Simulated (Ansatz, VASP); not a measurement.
**BN in VASP and in Ansatz**

Contents of INCAR:

```
PREC     = Accurate       # precision mode
ENCUT    = 520            # plane-wave cutoff, eV
EDIFF    = 1E-7           # SCF threshold, eV
ISMEAR   = 0              # smearing method
SIGMA    = 0.01           # smearing width, eV
LREAL    = False          # projectors in reciprocal space
LASPH    = True           # aspherical terms in the spheres
NELM     = 60             # most SCF steps
ALGO     = Normal         # electronic algorithm
ISIF     = 2              # what is computed and relaxed
LWAVE    = False          # write WAVECAR
LCHARG   = True           # write CHGCAR
GGA      = PE             # functional
LELF     = True           # ELF
LVHAR    = True         
NBANDS   = 11             # bands
```

Contents of KPOINTS:

```
regular mesh
0
Gamma
  12 12 12
```

POSCAR

```
BN
1.0
    0.0000000000      1.8001749103      1.8001749103
    1.8001749103      0.0000000000      1.8001749103
    1.8001749103      1.8001749103      0.0000000000
B N
1 1
Direct
    0.0000000000      0.0000000000      0.0000000000
    0.7500000000      0.7500000000      0.7500000000
```

Input for Ansatz:

```yaml
crystal:
  lattice:
    - [0.0, 1.8001749103, 1.8001749103]
    - [1.8001749103, 0.0, 1.8001749103]
    - [1.8001749103, 1.8001749103, 0.0]
  atoms:
    - { symbol: B, position: [0.0, 0.0, 0.0] }
    - { symbol: "N", position: [0.75, 0.75, 0.75] }
basis:
  ecutwfc: 420
kpoints:
  mp_grid: { grid: [12, 12, 12] }
hamiltonian:
  xc: pbe
scf:
  occupations: { method: fixed }
output:
  forces: true
  stress: true
  eigenvalues: true
  write_density: true
  write_potential: true
  elf: true
  volumetric_format: npy
```

Alike in both runs: task single point; functional PBE; k mesh 12 × 12 × 12; no spin polarisation.

```csv
,VASP,Ansatz
version,VASP 6.6.1,Ansatz 0.2.0
potentials or method,"VASP PAW PBE potentials, release 64 (B, N), cutoff 520 eV","scalar-relativistic, plane waves, PAW"
occupations,"gaussian, width 0.01 eV",fixed
valence electrons in the cell,8,8
```

Ansatz gave:

| Property | Result |
| --- | --- |
| gap on the k mesh at the Fermi level (eV) | 4.48 |
| least direct gap on the mesh (eV) | 8.89 |
| pressure (GPa) | 7.8 |

Q: What did VASP give for the same quantities?

A: gap on the k mesh at the Fermi level (eV): 4.47; least direct gap on the mesh (eV): 8.88; pressure (GPa): 8.1.
